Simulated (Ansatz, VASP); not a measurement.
## LaIr5: VASP beside Ansatz

File INCAR:

```
SYSTEM = LaIr5
  PREC = Accurate
  ENCUT = 560
  EDIFF = 1E-6
  ISMEAR = -1
  SIGMA = 0.1
  LREAL = .False.
  LASPH = .True.
  NELM = 200
  ALGO = Normal
  ISIF = 2
  LWAVE = .False.
  LCHARG = .False.
  NBANDS = 57
  GGA_COMPAT = .False.
  LMAXMIX = 6
```

File KPOINTS:

```
regular mesh
0
Gamma
  5 5 6
  0 0 0
```

POSCAR

```
LaIr5
1.0
    5.5249322837      0.0000000000      0.0000000000
   -2.7624661419      4.7847319177      0.0000000000
    0.0000000000      0.0000000000      4.3224771980
La Ir
1 5
Direct
    0.0000000000      0.0000000000      0.0000000000
    0.5000000000      0.0000000000      0.5000000000
    0.5000000000      0.5000000000      0.5000000000
    0.0000000000      0.5000000000      0.5000000000
    0.3333333333      0.6666666667      0.0000000000
    0.6666666667      0.3333333333      0.0000000000
```

Input for Ansatz:

```yaml
crystal:
  lattice:
    - [5.524932283712407, 0.0, 0.0]
    - [-2.7624661418562035, 4.784731917717762, 0.0]
    - [0.0, 0.0, 4.322477198009355]
  atoms:
    - { symbol: La, position: [0.0, 0.0, 0.0] }
    - { symbol: Ir, position: [0.5, 0.0, 0.5] }
    - { symbol: Ir, position: [0.5, 0.5, 0.5] }
    - { symbol: Ir, position: [0.0, 0.5, 0.5] }
    - { symbol: Ir, position: [0.3333333333333333, 0.6666666666666666, 0.0] }
    - { symbol: Ir, position: [0.6666666666666666, 0.3333333333333333, 0.0] }
basis:
  ecutwfc: 420.0
kpoints:
  mp_grid:
    grid: [5, 5, 6]
hamiltonian:
  xc: lda
  pseudopotentials:
    kind: paw
scf:
  occupations:
    method: fermi_dirac
    width: 0.1
output:
  stress: true
```

Alike in both runs: task single point; functional LDA; k mesh 5 × 5 × 6; occupations fermi-dirac, width 0.1 eV; no spin polarisation.

|  | VASP | Ansatz |
| --- | --- | --- |
| version | VASP 6.6.1 | Ansatz 0.2.0 |
| potentials or method | VASP PAW LDA potentials, release 64 (La, Ir_sv_GW), cutoff 560 eV | plane waves, PAW |
| valence electrons in the cell | 96 | 96 |

Ansatz gave:

```
pressure (GPa)                                                : -20.1
traceless stress, the component that is largest in VASP (GPa) : 1.53
```

Estimate VASP's values.

pressure (GPa): -20.5; traceless stress, the component that is largest in VASP (GPa): 1.75.

LDA's correlation is that of Perdew and Zunger in VASP and of Perdew and Wang (1992) in Ansatz.

Spin-orbit coupling is off throughout.
